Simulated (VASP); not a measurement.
Wanted: the native input for a VASP 6.6.1 run.

- Task: relaxation of cell and atoms
- Functional: LDA
- Potentials or basis: VASP PAW LDA potentials, release 64 (Ta_pv)
- Cutoff: 600 eV
- k mesh: 7 × 7 × 4
- Occupations: gaussian, width 0.1 eV
- Spin: no spin polarisation
- Dipole correction: no
- Further INCAR settings: ALGO = Normal; EDIFF = 1e-06; IBRION = 2; EDIFFG = -0.02; NSW = 60; ISIF = 3

The structure of Ta lies in POSCAR:

```
Ta
1.0
    2.9003720000      0.0000000000      0.0000000000
   -1.4501860000      2.5117960000      0.0000000000
    0.0000000000      0.0000000000      5.1662740000
Ta
2
Direct
    0.6666666667      0.3333333333      0.7500000000
    0.3333333333      0.6666666667      0.2500000000
```

This isn't the form of Ta at room conditions, which is bcc.

These files were run (other wordings do the same):

INCAR

```
SYSTEM = Ta
PREC = Accurate
ENCUT = 600
EDIFF = 1E-6
ISMEAR = 0
SIGMA = 0.1
LREAL = .FALSE.
LASPH = .TRUE.
NELM = 80
ALGO = Normal
ISIF = 3
LWAVE = .FALSE.
LCHARG = .FALSE.
IBRION = 2
NSW = 60
EDIFFG = -0.02
```

KPOINTS

```
Automatic mesh
0
G
  7 7 4
  0 0 0
```

Potentials or basis: VASP PAW LDA potentials, release 64 (Ta_pv).

Launch:

```console
$ cat potpaw_LDA.64/Ta_pv/POTCAR > POTCAR
$ mpirun -np 1 vasp_std > vasp.out
```

It gave:

```json
{
 "Relaxed volume": "17.78 Å³/atom",
 "Relaxed cell": "a = 2.850 Å, b = 2.850 Å, c = 5.055 Å, α = 90.00°, β = 90.00°, γ = 120.00°",
 "Space group after relaxing (to 0.1 Å)": "P6_3/mmc (No. 194)",
 "Energy gained by relaxing": "36.3 meV/atom",
 "Ionic steps": "9",
 "Pressure after relaxing": "0.0 GPa",
 "Band gap on the k mesh": "zero (bands 11 and 12 overlap by 2.20 eV)"
}
```

Caveat: spin-orbit coupling is left out, which moves the levels of the heavy elements.

Run time: 2 min on 1 thread of Intel Xeon 8259CL, with other jobs on the host, peak memory 0.16 GiB.
